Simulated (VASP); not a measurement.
# BeTe (F-43m) in VASP: notebook

Runs on BeTe. Level: LDA. Tasks: single point.

Program: VASP 6.6.1. These are calculated values, not measurements. Logs are shortened: lines on timing, memory, paths and dates and some standing lists are left out, and cuts for length are marked.

## Step 1: The cell of the first run

The structure is cubic, space group F-43m (No. 216). Conventional cell: a = 5.252 Å, b = 5.252 Å, c = 5.252 Å, α = 90.00°, β = 90.00°, γ = 90.00°. Be (site symmetry -43m) has 4 Te at 2.27 Å within 3.0 Å. Te (site symmetry -43m) has 4 Be at 2.27 Å within 3.0 Å.

## Step 2: Single point, LDA

Input file INCAR:

```
PREC = Accurate
ENCUT = 520
EDIFF = 1E-6
ISMEAR = 0
SIGMA = 0.01
LREAL = F
LASPH = T
NELM = 100
ALGO = Normal
ISIF = 2
LWAVE = F
LCHARG = F
GGA = CA
NBANDS = 11
```

Input file KPOINTS:

```
regular mesh
0
Gamma
  8 8 8
```

Input file POSCAR:

```
BeTe
1.0
    2.6258332184      2.6258332184      0.0000000000
   -2.6258332184      2.6258332184      0.0000000000
    0.0000000000      2.6258332184      2.6258332184
Be Te
1 1
Direct
    0.0000000000      0.0000000000      0.0000000000
    0.7500000000      0.2500000000      0.5000000000
```

Potentials or basis: VASP PAW LDA potentials, release 64 (Be, Te).

Run with:

```
$ cat potpaw_LDA.64/Be/POTCAR potpaw_LDA.64/Te/POTCAR > POTCAR
$ mpirun -np 1 vasp_std > vasp.out
```

OUTCAR:

```text
PREC = Accurate
   ENCUT = 520
   EDIFF = 1E-6
   ISMEAR = 0
   LREAL = F
   LASPH = T
   NELM = 100
   ISIF = 2
   GGA = CA

 ion  position               nearest neighbor table
   1  0.000  0.000  0.000-   2 2.27   2 2.27   2 2.27   2 2.27
   2  0.750  0.250  0.500-   1 2.27   1 2.27   1 2.27   1 2.27

  LATTYP: Found a face centered cubic cell.
 ALAT       =     5.2516664368

  Lattice vectors:

 A1 = (   0.0000000000,   2.6258332184,   2.6258332184)
 A2 = (   2.6258332184,   0.0000000000,   2.6258332184)
 A3 = (   2.6258332184,   2.6258332184,   0.0000000000)

Analysis of symmetry for initial positions (statically):
=====================================================================
 Subroutine PRICEL returns:
 Original cell was already a primitive cell.

 Routine SETGRP: Setting up the symmetry group for a
 face centered cubic supercell.

 Subroutine GETGRP returns: Found 24 space group operations
 (whereof 24 operations were pure point group operations)
 out of a pool of 48 trial point group operations.

The static configuration has the point symmetry T_d .

Analysis of symmetry for dynamics (positions and initial velocities):
=====================================================================
 Subroutine PRICEL returns:
 Original cell was already a primitive cell.

 Routine SETGRP: Setting up the symmetry group for a
 face centered cubic supercell.

 Subroutine GETGRP returns: Found 24 space group operations
 (whereof 24 operations were pure point group operations)
 out of a pool of 48 trial point group operations.

The dynamic configuration has the point symmetry T_d .

 Subroutine INISYM returns: Found 24 space group operations
 (whereof 24 operations are pure point group operations),
 and found     1 'primitive' translations

----------------------------------------------------------------------------------------

                                     Primitive cell

  volume of cell :      36.2102

  direct lattice vectors                    reciprocal lattice vectors
     2.625833218  2.625833218  0.000000000     0.190415749  0.190415749 -0.190415749
    -2.625833218  2.625833218  0.000000000    -0.190415749  0.190415749 -0.190415749
     0.000000000  2.625833218  2.625833218     0.000000000  0.000000000  0.380831499

  length of vectors
     3.713488950  3.713488950  3.713488950     0.329809752  0.329809752  0.380831499

  position of ions in fractional coordinates (direct lattice)
     0.000000000  0.000000000  0.000000000
     0.750000000  0.250000000  0.500000000

  ion indices of the primitive-cell ions
   primitive index   ion index
                 1           1
                 2           2

----------------------------------------------------------------------------------------

 KPOINTS: regular mesh

Automatic generation of k-mesh.
 Grid dimensions read from file:
 generate k-points for:    8    8    8

 Generating k-lattice:

  Cartesian coordinates                     Fractional coordinates (reciprocal lattice)
     0.023801969  0.023801969 -0.023801969     0.125000000  0.000000000  0.000000000
    -0.023801969  0.023801969 -0.023801969     0.000000000  0.125000000  0.000000000
     0.000000000  0.000000000  0.047603937     0.000000000  0.000000000  0.125000000

  Length of vectors
     0.041226219  0.041226219  0.047603937

  Shift w.r.t. Gamma in fractional coordinates (k-lattice)
     0.000000000  0.000000000  0.000000000

 Subroutine IBZKPT returns following result:
 ===========================================

 Found     29 irreducible k-points:

 Following reciprocal coordinates:
            Coordinates               Weight
  0.000000  0.000000  0.000000      1.000000
  0.125000  0.000000  0.000000      8.000000
  0.250000  0.000000  0.000000      8.000000
  0.375000  0.000000  0.000000      8.000000
  0.500000  0.000000  0.000000      4.000000
  0.125000  0.125000  0.000000     12.000000
[... 16 lines left out ...]
  0.375000  0.250000  0.125000     48.000000
  0.500000  0.250000  0.125000     24.000000
 [... further k-points ...]
   k-points           NKPTS =     29   k-points in BZ     NKDIM =     29   number of bands    NBANDS=     11
   number of dos      NEDOS =    301   number of ions     NIONS =      2
   total plane-waves  NPLWV =  21952
   dimension x,y,z NGX =    28 NGY =   28 NGZ =   28
   dimension x,y,z NGXF=    56 NGYF=   56 NGZF=   56
   ions per type =               1   1
   NGX,Y,Z   is equivalent  to a cutoff of  12.54, 12.54, 12.54 a.u.
   NGXF,Y,Z  is equivalent  to a cutoff of  25.07, 25.07, 25.07 a.u.
 SYSTEM =  unknown system
   PREC   = accura    normal or accurate (medium, high low for compatibility)
   ISTART =      0    job   : 0-new  1-cont  2-samecut
   ICHARG =      2    charge: 1-file 2-atom 10-const
   ISPIN  =      1    spin polarized calculation?
   LNONCOLLINEAR =      F non collinear calculations
   LSORBIT =      F    spin-orbit coupling
   LASPH  =      T    aspherical Exc in radial PAW
   ENCUT  =  520.0 eV  38.22 Ry    6.18 a.u.   6.90  6.90  6.90*2*pi/ulx,y,z
   NELM   =    100;   NELMIN=  2; NELMDL= -5     # of ELM steps
   EDIFF  = 0.1E-05   stopping-criterion for ELM
   LREAL  =      F    real-space projection
   EDIFFG = 0.1E-04   stopping-criterion for IOM
   NSW    =      0    number of steps for IOM
   IBRION =     -1    ionic relax: 0-MD 1-quasi-New 2-CG
   NFREE  =      0    steps in history (QN), initial steepest desc. (CG)
   ISIF   =      2    stress and relaxation
   ISYM   =      2    0-nonsym 1-usesym 2-fastsym
   POTIM  = 0.5000    time-step for ionic-motion
   TEBEG  =    0.0;   TEEND  =   0.0 temperature during run
   PSTRESS=    0.0 pullay stress
   NELECT =       8.0000    total number of electrons
   NUPDOWN=      -1.0000    fix difference up-down
   EMIN   =  10.00;   EMAX   =-10.00  energy-range for DOS
   EFERMI =   0.00;   METHOD = LEGACY
   ISMEAR =     0;   SIGMA  =   0.01  broadening in eV -4-tet -1-fermi 0-gaus
   EFERMI_NEDOS =   21; number of points for ismear=-14 and -15
   IALGO  =     38    algorithm
   IMIX   =      4    mixing-type and parameters
     AMIX     =   0.40;   BMIX     =  1.00
     AMIX_MAG =   1.60;   BMIX_MAG =  1.00
  volume/ion in A,a.u.               =      18.11       122.18
  Fermi-wavevector in a.u.,A,eV,Ry     =   0.989679  1.870222 13.326424  0.979465
  Thomas-Fermi vector in A             =   2.121295
   LORBIT       =      0    0 simple, 1 ext, 2 COOP (PROOUT), +10 PAW based schemes
   GGA     = CA    functional components
   LHFCALC =     F    Hartree Fock is set to
   AEXX    =    0.0000 exact exchange contribution
   IVDW    =     0    specifies the selected vdW correction
   LEPSILON=     F    determine dielectric tensor
   LRPA    =     F    only Hartree local field effects (RPA)
 non-spin polarized calculation
 Gauss-broadening in eV      SIGMA  =   0.01
  energy-cutoff  :      520.00
  volume of cell :       36.21
 maximum number of plane-waves:       992
   NGX = 13   NGY = 13   NGZ = 13

 number of electron       8.0000000 magnetization

 Free energy of the ion-electron system (eV)
  ---------------------------------------------------
  ext. energy  EPLUGINS =         0.00000000
  ---------------------------------------------------
  free energy    TOTEN  =        -8.44082222 eV

  energy without entropy =       -8.44082222  energy(sigma->0) =       -8.44082222

 E-fermi :   7.6389     XC(G=0): -10.1048

 val. band max:        7.5766914291   @ k =   0.0000   0.0000   0.0000
 cond. band min:       8.8760178182   @ k =   0.5000   0.5000   0.0000
 fundamental gap:      1.2993263891
 Fermi energy:         7.6389220241

 k-point     1 :       0.0000    0.0000    0.0000
  band No.  band energies     occupation
      1      -6.3201      2.00000
      2       7.5767      2.00000
      3       7.5767      2.00000
      4       7.5767      2.00000
      5      10.9240      0.00000
      6      10.9240      0.00000
      7      10.9240      0.00000
      8      12.9651      0.00000
      9      16.0454      0.00000
     10      18.2408      0.00000
     11      18.2408      0.00000

 k-point     2 :       0.1250    0.0000    0.0000
  band No.  band energies     occupation
      1      -6.1257      2.00000
      2       5.9399      2.00000
      3       7.2285      2.00000
      4       7.2285      2.00000
      5      11.2810      0.00000
      6      11.3899      0.00000
      7      11.3899      0.00000
      8      14.0822      0.00000
      9      16.4065      0.00000
     10      16.9747      0.00000
     11      16.9747      0.00000

 k-point     3 :       0.2500    0.0000    0.0000
  band No.  band energies     occupation
      1      -5.5753      2.00000
      2       3.4511      2.00000
      3       6.6299      2.00000
      4       6.6299      2.00000
      5      11.3179      0.00000
      6      12.0128      0.00000
      7      12.0128      0.00000
      8      15.3131      0.00000
      9      16.6987      0.00000
     10      16.6987      0.00000
     11      17.1144      0.00000

 k-point     4 :       0.3750    0.0000    0.0000
  band No.  band energies     occupation
      1      -4.8272      2.00000
      2       1.4166      2.00000
      3       6.1931      2.00000
      4       6.1931      2.00000
      5      11.2675      0.00000
      6      12.0612      0.00000
      7      12.0612      0.00000
      8      15.1989      0.00000
      9      18.0311      0.00000
     10      18.0311      0.00000
     11      18.4132      0.00000

 k-point     5 :       0.5000    0.0000    0.0000
  band No.  band energies     occupation
      1      -4.3973      2.00000
      2       0.5453      2.00000
      3       6.0394      2.00000
      4       6.0394      2.00000
      5      11.2468      0.00000
      6      11.9794      0.00000
      7      11.9794      0.00000
      8      15.0443      0.00000
      9      19.2942      0.00000
     10      19.7765      0.00000
     11      19.7765      0.00000
[... 211 lines left out ...]
 k-point    21 :       0.5000    0.5000    0.0000
  band No.  band energies     occupation
      1      -3.6823      2.00000
      2       1.2519      2.00000
      3       4.0426      2.00000
      4       4.0426      2.00000
      5       8.8760      0.00000
      6       9.8735      0.00000
      7      18.5184      0.00000
      8      18.5184      0.00000
      9      20.1785      0.00000
     10      21.8735      0.00000
     11      21.8735      0.00000

 k-point    22 :       0.2500    0.2500    0.1250
  band No.  band energies     occupation
      1      -5.1105      2.00000
      2       3.2515      2.00000
      3       4.5521      2.00000
      4       5.9150      2.00000
      5      10.9674      0.00000
      6      12.6734      0.00000
      7      13.0716      0.00000
      8      14.3588      0.00000
      9      17.2646      0.00000
     10      18.7834      0.00000
     11      19.8114      0.00000

 k-point    23 :       0.3750    0.2500    0.1250
  band No.  band energies     occupation
      1      -4.4274      2.00000
      2       1.8095      2.00000
      3       3.9576      2.00000
      4       5.2797      2.00000
      5      11.4515      0.00000
      6      12.3909      0.00000
      7      13.8184      0.00000
      8      15.0384      0.00000
      9      17.8608      0.00000
     10      18.7467      0.00000
     11      20.5119      0.00000

 k-point    24 :       0.5000    0.2500    0.1250
  band No.  band energies     occupation
      1      -4.0505      2.00000
      2       1.0932      2.00000
      3       3.8691      2.00000
      4       4.9663      2.00000
      5      11.4963      0.00000
      6      12.2131      0.00000
      7      14.8463      0.00000
      8      15.8950      0.00000
      9      16.4191      0.00000
     10      19.5173      0.00000
     11      20.2346      0.00000

 [... further k-points ...]
[... 5 lines left out ...]
  --------------------------------------------------------------------------------------
  -------------------------------------------------------------------------------------
  Total        3.5007631      3.5007631      3.5007631      0.0000000      0.0000000      0.0000000
  in kB      154.8966036    154.8966036    154.8966036      0.0000000      0.0000000      0.0000000
  external PRESSURE =     154.8966036 kB  Pullay stress =       0.0000000 kB

 VOLUME and BASIS-vectors are now :
 -----------------------------------------------------------------------------
  energy-cutoff  :      520.00
  volume of cell :       36.21
      direct lattice vectors                 reciprocal lattice vectors
     2.625833218  2.625833218  0.000000000     0.190415749  0.190415749 -0.190415749
    -2.625833218  2.625833218  0.000000000    -0.190415749  0.190415749 -0.190415749
     0.000000000  2.625833218  2.625833218     0.000000000  0.000000000  0.380831499

 POSITION                                       TOTAL-FORCE (eV/Angst)
 -----------------------------------------------------------------------------------
      0.00000      0.00000      0.00000        -0.000000     -0.000000      0.000000
      1.31292      3.93875      1.31292         0.000000      0.000000     -0.000000
 -----------------------------------------------------------------------------------
    total drift:                               -0.000000      0.000000     -0.000000

  FREE ENERGIE OF THE ION-ELECTRON SYSTEM (eV)
  ---------------------------------------------------
  free  energy   TOTEN  =        -8.4408222173 eV

  energy  without entropy=       -8.4408222173  energy(sigma->0) =       -8.44082222
```

Wall time 6.4 s (1 thread of Intel Xeon 6975P-C (Granite Rapids), shared host); peak memory 0.14 GiB.

Results:

* Free energy: -8.4408 eV
* Pressure: 15.5 GPa
* Band gap on the k mesh: 1.30 eV, indirect (least direct gap 3.35 eV)

Levels at points of the mesh, in eV from the valence-band top:
| k point | band 2 | band 3 | band 4 | band 5 | band 6 | band 7 |
| --- | --- | --- | --- | --- | --- | --- |
| (0.00, 0.00, 0.00) | 0.00 | 0.00 | 0.00 | 3.35 | 3.35 | 3.35 |
| (0.50, 0.00, 0.00) | -7.03 | -1.54 | -1.54 | 3.67 | 4.40 | 4.40 |
| (0.50, 0.50, 0.00) | -6.32 | -3.53 | -3.53 | 1.30 | 2.30 | 10.94 |

Caveat: spin-orbit coupling is left out, which moves the levels of the heavy elements.

[end of part 1 of 2]
